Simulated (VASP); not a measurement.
## Si2W: electric field gradients with PBEsol

Crystal: Si2W.

```
CELL_PARAMETERS angstrom
-1.60600 1.60600 3.86120
1.60600 -1.60600 3.86120
1.60600 1.60600 -3.86120
ATOMIC_POSITIONS crystal
Si 0.33300 0.33300 0.00000
Si 0.66700 0.66700 0.00000
W 0.00000 0.00000 0.00000
```

This cell differs from its parent crystal: zz strain of -2 %.

```yaml
Program: VASP 6.6.1
Task: electric field gradients
Functional: PBEsol
Potentials_or_basis: VASP PAW PBE potentials, release 64 (Si, W_sv)
Cutoff: 520 eV
k_mesh: 18 × 18 × 18
Occupations: fermi-dirac, width 0.03 eV
Spin: no spin polarisation
Dipole_correction: no
Further_INCAR_settings: ALGO = Normal; EDIFF = 1e-08; NBANDS = 18
```

| Quantity | Value |
| --- | --- |
| Pressure | 2.0 GPa |
| Largest force | 0.238 eV/Å |
| Band gap on the k mesh | zero (bands 11 and 12 overlap by 1.30 eV) |
| Largest electric field gradient by atom | Si -13.5; W -182.3 V/Å² |

Forces on the atoms (eV/Å):
```
Si   0.000  0.000  0.238
Si   0.000  0.000 -0.238
W    0.000  0.000  0.000
```

Stress tensor (GPa, compression positive):
```
-0.31  0.00  0.00
 0.00 -0.31  0.00
 0.00  0.00  6.62
```

Levels at points of the mesh, in eV from the Fermi level:
```
           k point  band 8  band 9  band 10  band 11  band 12  band 13  band 14  band 15
(0.00, 0.00, 0.00)   -3.34   -2.96    -2.96     0.60     2.75     2.81     3.15     3.15
(0.50, 0.00, 0.00)   -4.82   -2.83    -2.80    -0.49     2.70     2.70     4.22     4.66
(0.50, 0.50, 0.00)   -5.50   -5.12    -3.19    -1.68     2.97     2.98     3.17     4.10
(0.50, 0.50, 0.50)   -2.72   -0.94    -0.94    -0.47    -0.47     0.80     4.81     5.22
```

Electric field gradients, principal values (V/Å²):
```
atom   least  middle  greatest (by size)
1 Si   6.730   6.730             -13.460
2 Si   6.730   6.730             -13.460
 3 W  91.168  91.169            -182.337
```

Wall time 4.2 min on 1 thread of Intel(R) Xeon(R) Platinum 8488C (Sapphire Rapids), with other jobs on the host, peak memory 0.46 GiB.

Caveat: the cell differs from its parent crystal (zz strain of -2 %); without QUAD_EFG the Cq values of the log hold for a quadrupole moment of 1 mb, not for the nuclei; the PAW data sets were made with another functional, which shifts forces and pressure a little; spin-orbit coupling is left out, which moves the levels of the heavy elements.
